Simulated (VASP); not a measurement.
Set up this calculation in VASP 6.6.1, as the native input.

```yaml
Task: single point
Functional: PBE
Potentials_or_basis: VASP PAW PBE potentials, release 64 (Mo_sv, S)
Cutoff: 520 eV
k_mesh: 10 × 10 × 10
Occupations: fermi-dirac, width 0.05 eV
Spin: no spin polarisation
Dipole_correction: no
Further_INCAR_settings: ALGO = Normal; EDIFF = 1e-06; NBANDS = 20
```

The structure of MoS2 lies in POSCAR:

```
MoS2
1.0
    1.5477460518      0.8935915996      6.0244545686
   -1.5477460518      0.8935915996      6.0244545686
    0.0000000000     -1.7871831992      6.0244545686
Mo S
1 2
Direct
    0.0000000000      0.0000000000      0.0000000000
    0.4170000000      0.4170000000      0.4170000000
    0.2500000000      0.2500000000      0.2500000000
```

One way to write it, as run:

INCAR

```
SYSTEM = MoS2
PREC = Accurate
ENCUT = 520
EDIFF = 1E-6
ISMEAR = -1
SIGMA = 0.05
LREAL = .FALSE.
LASPH = .TRUE.
NELM = 80
ALGO = Normal
ISIF = 2
LWAVE = .FALSE.
LCHARG = .TRUE.
GGA = PE
LELF = .TRUE.
LVHAR = .TRUE.
NBANDS = 20
```

KPOINTS

```
regular mesh
0
G
  10 10 10
  0 0 0
```

Potentials or basis: VASP PAW PBE potentials, release 64 (Mo_sv, S).

Launch:

```sh
$ cat potpaw_PBE.64/Mo_sv/POTCAR potpaw_PBE.64/S/POTCAR > POTCAR
$ mpirun -np 1 vasp_std > vasp.out
```

Results of the run:

```json
{
  "Pressure": "16.7 GPa",
  "Largest force": "1.663 eV/Å",
  "Band gap on the k mesh": "0.91 eV, indirect (least direct gap 2.13 eV)"
}
```

Caveat: forces of over 1 eV/Å act on the atoms, so gaps and moduli don't describe the material at rest.

Run time: 2.9 min on 1 thread of Intel(R) Xeon(R) Platinum 8488C (Sapphire Rapids), on a shared host, peak memory 0.36 GiB.
